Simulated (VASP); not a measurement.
# LaHfO (Cmmm) in VASP: notebook

Runs on LaHfO. Level: PBE. Tasks: single point, relaxation of cell and atoms.

Everything below comes from runs of VASP 6.6.1. Logs are shortened: lines on timing, memory, paths and dates and some standing lists are left out, and cuts for length are marked.

**1. The cell of the first run**

It takes space group Cmmm (No. 65, orthorhombic). Conventional cell: a = 7.540 Å, b = 8.556 Å, c = 3.689 Å, α = 90.00°, β = 90.00°, γ = 90.00°. Within 3.5 Å of La (site symmetry m2m) lie 4 O at 2.64 Å and 8 Hf at 3.36 to 3.46 Å. Hf (site symmetry 2mm) has 2 O at 2.15 Å within 2.9 Å. O (site symmetry 2/m) has 2 Hf at 2.15 Å and 4 La at 2.64 Å within 2.9 Å.

**2. Single point, PBE**

The input, INCAR:

```
SYSTEM = LaHfO
PREC     = Accurate       ! precision mode
ENCUT    = 520            ! plane-wave cutoff, eV
EDIFF    = 1E-6           ! SCF threshold, eV
ISMEAR   = 0              ! smearing method
SIGMA    = 0.1            ! smearing width, eV
LREAL    = .FALSE.        ! projectors in reciprocal space
LASPH    = .TRUE.         ! aspherical terms in the spheres
NELM     = 100            ! most SCF steps
ALGO     = Normal         ! electronic algorithm
ISIF     = 2              ! what is computed and relaxed
LWAVE    = .FALSE.        ! write WAVECAR
LCHARG   = .FALSE.        ! write CHGCAR
GGA      = PE             ! functional
NBANDS   = 36             ! bands
```

The input, KPOINTS:

```
regular mesh
0
G
  6 6 8
  0 0 0
```

The input, POSCAR:

```
LaHfO
1.0
    3.7699996674     -4.2781492047      0.0000000000
    3.7699996674      4.2781492047      0.0000000000
    0.0000000000      0.0000000000      3.6894946871
La Hf O
2 2 2
Direct
    0.7665145813      0.2334854187      0.5000000000
    0.2334854187      0.7665145813      0.5000000000
    0.2838388960      0.2838388960      0.0000000000
    0.7161611040      0.7161611040      0.0000000000
    0.5000000000      0.0000000000      0.0000000000
    0.0000000000      0.5000000000      0.0000000000
```

Potentials or basis: VASP PAW PBE potentials, release 64 (La, Hf_pv, O).

Run with:

```bash
$ cat potpaw_PBE.64/La/POTCAR potpaw_PBE.64/Hf_pv/POTCAR potpaw_PBE.64/O/POTCAR > POTCAR
$ mpirun -np 1 vasp_std > vasp.out
```

OUTCAR:

```text
SYSTEM = LaHfO
   PREC = Accurate
   ENCUT = 520
   EDIFF = 1E-6
   ISMEAR = 0
   LREAL = .FALSE.
   LASPH = .TRUE.
   NELM = 100
   ISIF = 2
   GGA = PE

 ion  position               nearest neighbor table
   1  0.767  0.233  0.500-   5 2.64   6 2.64   5 2.64   6 2.64   3 3.36   4 3.36   3 3.36   4 3.36
                             3 3.46   3 3.46   4 3.46   4 3.46
   2  0.233  0.767  0.500-   5 2.64   6 2.64   5 2.64   6 2.64   3 3.36   4 3.36   3 3.36   4 3.36
                             3 3.46   3 3.46   4 3.46   4 3.46
   3  0.284  0.284  0.000-   5 2.15   6 2.15   4 3.26   2 3.36   1 3.36   1 3.36   2 3.36   2 3.46
                             2 3.46   1 3.46   1 3.46
   4  0.716  0.716  0.000-   5 2.15   6 2.15   3 3.26   2 3.36   1 3.36   1 3.36   2 3.36   1 3.46
                             2 3.46   2 3.46   1 3.46
   5  0.500  0.000  0.000-   3 2.15   4 2.15   1 2.64   2 2.64   1 2.64   2 2.64
   6  0.000  0.500  0.000-   3 2.15   4 2.15   1 2.64   2 2.64   1 2.64   2 2.64

  LATTYP: Found a base centered orthorhombic cell.
 ALAT       =     7.5399993348
 B/A-ratio  =     1.1347876876
 C/A-ratio  =     0.4893229460

  Lattice vectors:

 A1 = (   3.7699996674,  -4.2781492047,   0.0000000000)
 A2 = (   3.7699996674,   4.2781492047,   0.0000000000)
 A3 = (   0.0000000000,   0.0000000000,   3.6894946871)

Analysis of symmetry for initial positions (statically):
=====================================================================
 Subroutine PRICEL returns:
 Original cell was already a primitive cell.

 Routine SETGRP: Setting up the symmetry group for a
 base centered orthorhombic supercell.

 Subroutine GETGRP returns: Found  8 space group operations
 (whereof  8 operations were pure point group operations)
 out of a pool of  8 trial point group operations.

The static configuration has the point symmetry D_2h.

Analysis of symmetry for dynamics (positions and initial velocities):
=====================================================================
 Subroutine PRICEL returns:
 Original cell was already a primitive cell.

 Routine SETGRP: Setting up the symmetry group for a
 base centered orthorhombic supercell.

 Subroutine GETGRP returns: Found  8 space group operations
 (whereof  8 operations were pure point group operations)
 out of a pool of  8 trial point group operations.

The dynamic configuration has the point symmetry D_2h.

 Subroutine INISYM returns: Found  8 space group operations
 (whereof  8 operations are pure point group operations),
 and found     1 'primitive' translations

----------------------------------------------------------------------------------------

                                     Primitive cell

  volume of cell :     119.0129

  direct lattice vectors                    reciprocal lattice vectors
     3.769999667 -4.278149205  0.000000000     0.132626006 -0.116872969  0.000000000
     3.769999667  4.278149205  0.000000000     0.132626006  0.116872969  0.000000000
     0.000000000  0.000000000  3.689494687     0.000000000  0.000000000  0.271039827

  length of vectors
     5.702232730  5.702232730  3.689494687     0.176773721  0.176773721  0.271039827

  position of ions in fractional coordinates (direct lattice)
     0.766514581  0.233485419  0.500000000
     0.233485419  0.766514581  0.500000000
     0.283838896  0.283838896  0.000000000
     0.716161104  0.716161104  0.000000000
     0.500000000  1.000000000  0.000000000
     1.000000000  0.500000000  0.000000000

  ion indices of the primitive-cell ions
   primitive index   ion index
                 1           1
                 2           2
                 3           3
                 4           4
                 5           5
                 6           6

----------------------------------------------------------------------------------------

 KPOINTS: regular mesh

Automatic generation of k-mesh.
 Grid dimensions read from file:
 generate k-points for:    6    6    8

 Generating k-lattice:

  Cartesian coordinates                     Fractional coordinates (reciprocal lattice)
     0.022104334 -0.019478828  0.000000000     0.166666667  0.000000000  0.000000000
     0.022104334  0.019478828  0.000000000     0.000000000  0.166666667  0.000000000
     0.000000000  0.000000000  0.033879978     0.000000000  0.000000000  0.125000000

  Length of vectors
     0.029462287  0.029462287  0.033879978

  Shift w.r.t. Gamma in fractional coordinates (k-lattice)
     0.000000000  0.000000000  0.000000000

 Subroutine IBZKPT returns following result:
 ===========================================

 Found     65 irreducible k-points:

 Following reciprocal coordinates:
            Coordinates               Weight
  0.000000  0.000000  0.000000      1.000000
  0.166667  0.000000  0.000000      4.000000
  0.333333 -0.000000  0.000000      4.000000
  0.500000  0.000000  0.000000      2.000000
  0.166667  0.166667  0.000000      2.000000
  0.333333  0.166667  0.000000      4.000000
[... 16 lines left out ...]
  0.333333  0.333333  0.125000      4.000000
  0.500000  0.333333  0.125000      8.000000
 [... further k-points ...]
   k-points           NKPTS =     65   k-points in BZ     NKDIM =     65   number of bands    NBANDS=     36
   number of dos      NEDOS =    301   number of ions     NIONS =      6
   total plane-waves  NPLWV =  49392
   dimension x,y,z NGX =    42 NGY =   42 NGZ =   28
   dimension x,y,z NGXF=    84 NGYF=   84 NGZF=   56
   ions per type =               2   2   2
   NGX,Y,Z   is equivalent  to a cutoff of  12.24, 12.24, 12.62 a.u.
   NGXF,Y,Z  is equivalent  to a cutoff of  24.49, 24.49, 25.23 a.u.
 SYSTEM =  LaHfO
   PREC   = accura    normal or accurate (medium, high low for compatibility)
   ISTART =      0    job   : 0-new  1-cont  2-samecut
   ICHARG =      2    charge: 1-file 2-atom 10-const
   ISPIN  =      1    spin polarized calculation?
   LNONCOLLINEAR =      F non collinear calculations
   LSORBIT =      F    spin-orbit coupling
   LASPH  =      T    aspherical Exc in radial PAW
   ENCUT  =  520.0 eV  38.22 Ry    6.18 a.u.  10.60 10.60  6.86*2*pi/ulx,y,z
   NELM   =    100;   NELMIN=  2; NELMDL= -5     # of ELM steps
   EDIFF  = 0.1E-05   stopping-criterion for ELM
   LREAL  =      F    real-space projection
   EDIFFG = 0.1E-04   stopping-criterion for IOM
   NSW    =      0    number of steps for IOM
   IBRION =     -1    ionic relax: 0-MD 1-quasi-New 2-CG
   NFREE  =      0    steps in history (QN), initial steepest desc. (CG)
   ISIF   =      2    stress and relaxation
   ISYM   =      2    0-nonsym 1-usesym 2-fastsym
   POTIM  = 0.5000    time-step for ionic-motion
   TEBEG  =    0.0;   TEEND  =   0.0 temperature during run
   PSTRESS=    0.0 pullay stress
   NELECT =      54.0000    total number of electrons
   NUPDOWN=      -1.0000    fix difference up-down
   EMIN   =  10.00;   EMAX   =-10.00  energy-range for DOS
   EFERMI =   0.00;   METHOD = LEGACY
   ISMEAR =     0;   SIGMA  =   0.10  broadening in eV -4-tet -1-fermi 0-gaus
   EFERMI_NEDOS =   21; number of points for ismear=-14 and -15
   IALGO  =     38    algorithm
   IMIX   =      4    mixing-type and parameters
     AMIX     =   0.40;   BMIX     =  1.00
     AMIX_MAG =   1.60;   BMIX_MAG =  1.00
  volume/ion in A,a.u.               =      19.84       133.86
  Fermi-wavevector in a.u.,A,eV,Ry     =   1.257983  2.377243 21.531502  1.582521
  Thomas-Fermi vector in A             =   2.391615
   LORBIT       =      0    0 simple, 1 ext, 2 COOP (PROOUT), +10 PAW based schemes
   GGA     = PE    functional components
   LHFCALC =     F    Hartree Fock is set to
   AEXX    =    0.0000 exact exchange contribution
   IVDW    =     0    specifies the selected vdW correction
   LEPSILON=     F    determine dielectric tensor
   LRPA    =     F    only Hartree local field effects (RPA)
 non-spin polarized calculation
 Gauss-broadening in eV      SIGMA  =   0.10
  energy-cutoff  :      520.00
  volume of cell :      119.01
 maximum number of plane-waves:      3222
   NGX = 21   NGY = 21   NGZ = 13

 number of electron      53.9999991 magnetization

 Free energy of the ion-electron system (eV)
  ---------------------------------------------------
  ext. energy  EPLUGINS =         0.00000000
  ---------------------------------------------------
  free energy    TOTEN  =       -50.44840000 eV

  energy without entropy =      -50.43080356  energy(sigma->0) =      -50.43960178

 E-fermi :   7.8904     XC(G=0): -10.8987

 val. band max:        7.8730922366   @ k =   0.3333   0.1667   0.3750
 cond. band min:       7.8906097029   @ k =   0.1667   0.0000   0.3750
 fundamental gap:      0.0175174663
 Fermi energy:         7.8903894627

 k-point     1 :       0.0000    0.0000    0.0000
  band No.  band energies     occupation
      1     -24.6886      2.00000
      2     -24.5833      2.00000
      3     -23.6115      2.00000
      4     -23.5126      2.00000
      5     -23.3131      2.00000
      6     -23.2106      2.00000
[... 28 lines left out ...]
     35       9.9810      0.00000
     36      10.0370      0.00000

 k-point     2 :       0.1667    0.0000    0.0000
  band No.  band energies     occupation
      1     -24.6884      2.00000
      2     -24.5974      2.00000
      3     -23.5977      2.00000
      4     -23.5131      2.00000
      5     -23.3084      2.00000
      6     -23.2101      2.00000
[... 28 lines left out ...]
     35      10.0976      0.00000
     36      10.1382      0.00000

 k-point     3 :       0.3333   -0.0000    0.0000
  band No.  band energies     occupation
      1     -24.6844      2.00000
      2     -24.6286      2.00000
      3     -23.5668      2.00000
      4     -23.5189      2.00000
      5     -23.2986      2.00000
      6     -23.2088      2.00000
[... 28 lines left out ...]
     35       9.9014      0.00000
     36      10.2103      0.00000
[... 742 lines left out ...]
 k-point    23 :       0.3333    0.3333    0.1250
  band No.  band energies     occupation
      1     -24.6868      2.00000
      2     -24.6282      2.00000
      3     -23.5525      2.00000
      4     -23.4991      2.00000
      5     -23.2872      2.00000
      6     -23.2199      2.00000
[... 28 lines left out ...]
     35      10.0585      0.00000
     36      10.2195      0.00000

 k-point    24 :       0.5000    0.3333    0.1250
  band No.  band energies     occupation
      1     -24.7105      2.00000
      2     -24.6140      2.00000
      3     -23.5393      2.00000
      4     -23.5036      2.00000
      5     -23.2820      2.00000
      6     -23.2199      2.00000
[... 28 lines left out ...]
     35      10.0797      0.00000
     36      10.1669      0.00000

 [... further k-points ...]

------------------------ aborting loop because EDIFF is reached ----------------------------------------

  FORCE on cell =-STRESS in cart. coord.  units (eV):
  Direction    XX          YY          ZZ          XY          YZ          ZX
  --------------------------------------------------------------------------------------
  -------------------------------------------------------------------------------------
  Total       -0.2390333     -1.0206331     -0.2230060      0.0000000      0.0000000      0.0000000
  in kB       -3.2179167    -13.7399808     -3.0021539      0.0000000      0.0000000      0.0000000
  external PRESSURE =      -6.6533505 kB  Pullay stress =       0.0000000 kB

 VOLUME and BASIS-vectors are now :
 -----------------------------------------------------------------------------
  energy-cutoff  :      520.00
  volume of cell :      119.01
      direct lattice vectors                 reciprocal lattice vectors
     3.769999667 -4.278149205  0.000000000     0.132626006 -0.116872969  0.000000000
     3.769999667  4.278149205  0.000000000     0.132626006  0.116872969  0.000000000
     0.000000000  0.000000000  3.689494687     0.000000000  0.000000000  0.271039827

 POSITION                                       TOTAL-FORCE (eV/Angst)
 -----------------------------------------------------------------------------------
      3.77000     -2.28038      1.84475        -0.000000      0.007950      0.000000
      3.77000      2.28038      1.84475        -0.000000     -0.007950     -0.000000
      2.14015      0.00000      0.00000        -0.012040     -0.000000      0.000000
      5.39985      0.00000      0.00000         0.012040     -0.000000      0.000000
      1.88500     -2.13907      0.00000        -0.000000      0.000000      0.000000
      1.88500      2.13907      0.00000        -0.000000     -0.000000      0.000000
 -----------------------------------------------------------------------------------
    total drift:                                0.000000     -0.000000     -0.000000

  FREE ENERGIE OF THE ION-ELECTRON SYSTEM (eV)
  ---------------------------------------------------
  free  energy   TOTEN  =       -50.4484000046 eV

  energy  without entropy=      -50.4308035648  energy(sigma->0) =      -50.43960178
```

It took 2.3 min on 1 thread of Intel Xeon 6975P-C (Granite Rapids), shared host; peak memory 0.41 GiB.

What came out:

- Free energy: -50.4484 eV
- Pressure: -0.7 GPa
- Largest force: 0.012 eV/Å
- Band gap on the k mesh: zero (bands 27 and 28 overlap by 1.01 eV)

Forces on the atoms (eV/Å):
```
La   0.000  0.008  0.000
La   0.000 -0.008  0.000
Hf  -0.012  0.000  0.000
Hf   0.012  0.000  0.000
O    0.000  0.000  0.000
O    0.000  0.000  0.000
```

Stress tensor (GPa, compression positive):
```
-0.32  0.00  0.00
 0.00 -1.37  0.00
 0.00  0.00 -0.30
```

Caveat: spin-orbit coupling is left out, which moves the levels of the heavy elements.

**3. Relaxation of cell and atoms, PBE**

The input, INCAR:

```
SYSTEM = LaHfO
ALGO = Normal
EDIFF = 1E-7
EDIFFG = -0.001
ENCUT = 600
GGA = PE
GGA_COMPAT = .False.
IBRION = 2
ISIF = 3
ISMEAR = 0
LASPH = .True.
LCHARG = .False.
LMAXMIX = 6
LREAL = .False.
LWAVE = .False.
NELM = 200
NELMIN = 4
NSW = 80
PREC = Accurate
SIGMA = 0.1
```

The input, KPOINTS:

```
k-points
0
Gamma
  6 6 8
  0 0 0
```

POSCAR is that of step 2.

Potentials or basis: VASP PAW PBE potentials, release 64 (La, Hf_pv, O).

Run with:

```bash
$ cat potpaw_PBE.64/La/POTCAR potpaw_PBE.64/Hf_pv/POTCAR potpaw_PBE.64/O/POTCAR > POTCAR
$ mpirun -np 1 vasp_std > vasp.out
```

Wall time 60 min (1 thread of Intel Xeon 8259CL, shared host); peak memory 0.51 GiB.

The run converged. Its results:

```yaml
Free_energy: -50.4566 eV
Relaxed_volume: 19.73 Å³/atom
Relaxed_cell: a = 5.686 Å, b = 5.686 Å, c = 3.689 Å, α = 90.00°, β = 90.00°, γ = 97.00°
Space_group_after_relaxing_to_0.1_Å: Cmmm (No. 65)
Energy_gained_by_relaxing: 0.4 meV/atom
Ionic_steps: 14
Pressure_after_relaxing: 0.0 GPa
Band_gap_on_the_k_mesh: zero (bands 27 and 28 overlap by 1.00 eV)
```

The path:
| step | energy change (eV) | largest force (eV/Å) | pressure (GPa) | volume (Å³) |
| --- | --- | --- | --- | --- |
| 1 | 0.0000 | 0.0118 | -0.73 | 119.01 |
| 2 | 0.0007 | 0.0128 | 0.97 | 117.46 |
| 3 | -0.0025 | 0.0068 | 0.06 | 118.28 |
| 4 | -0.0026 | 0.0028 | 0.01 | 118.37 |
| 5 | -0.0026 | 0.0018 | 0.00 | 118.39 |
| 6 | -0.0026 | 0.0013 | 0.00 | 118.39 |
| 7 | -0.0026 | 0.0022 | 0.00 | 118.39 |
| 8 | -0.0026 | 0.0021 | 0.00 | 118.39 |
| 9 | -0.0026 | 0.0014 | 0.00 | 118.39 |
| 10 | -0.0026 | 0.0010 | 0.00 | 118.39 |
| 11 | -0.0026 | 0.0014 | 0.00 | 118.39 |
| 12 | -0.0026 | 0.0016 | 0.00 | 118.39 |
| 13 | -0.0026 | 0.0011 | 0.00 | 118.39 |
| 14 | -0.0026 | 0.0008 | 0.00 | 118.39 |

Final structure:
```cif
data_structure
_symmetry_space_group_name_H-M 'P 1'
_symmetry_Int_Tables_number 1
_cell_length_a 5.6862
_cell_length_b 5.6862
_cell_length_c 3.6892
_cell_angle_alpha 90.000
_cell_angle_beta 90.000
_cell_angle_gamma 96.996
_cell_volume 118.39
loop_
_atom_site_label
_atom_site_type_symbol
_atom_site_fract_x
_atom_site_fract_y
_atom_site_fract_z
_atom_site_occupancy
La1 La 0.76648 0.23352 0.50000 1
La2 La 0.23352 0.76648 0.50000 1
Hf1 Hf 0.28370 0.28370 0.00000 1
Hf2 Hf 0.71630 0.71630 0.00000 1
O1 O 0.50000 0.00000 0.00000 1
O2 O 0.00000 0.50000 0.00000 1
```

Levels at points of the mesh, in eV from the Fermi level:
```
           k point  band 23  band 24  band 25  band 26  band 27  band 28  band 29  band 30  band 31  band 32
(0.00, 0.00, 0.00)    -4.43    -2.78    -2.35     0.00     0.56     0.70     1.07     1.13     1.81     1.95
(0.50, 0.00, 0.00)    -3.18    -2.55    -1.15    -1.07     0.33     0.71     0.73     0.96     1.29     1.67
(0.50, 0.50, 0.00)    -2.60    -1.68    -1.18    -0.92    -0.74     0.39     1.01     1.07     1.15     1.80
(0.00, 0.00, 0.50)    -1.66    -1.21    -1.15    -1.15    -0.01     0.13     0.81     1.14     1.30     1.61
(0.50, 0.00, 0.50)    -1.80    -1.62    -1.29    -0.64    -0.55    -0.21     0.76     1.08     1.14     1.56
(0.50, 0.50, 0.50)    -2.79    -2.07    -1.66    -1.53    -0.12     1.05     1.31     1.55     1.61     1.69
```

Caveat: spin-orbit coupling is left out, which moves the levels of the heavy elements.
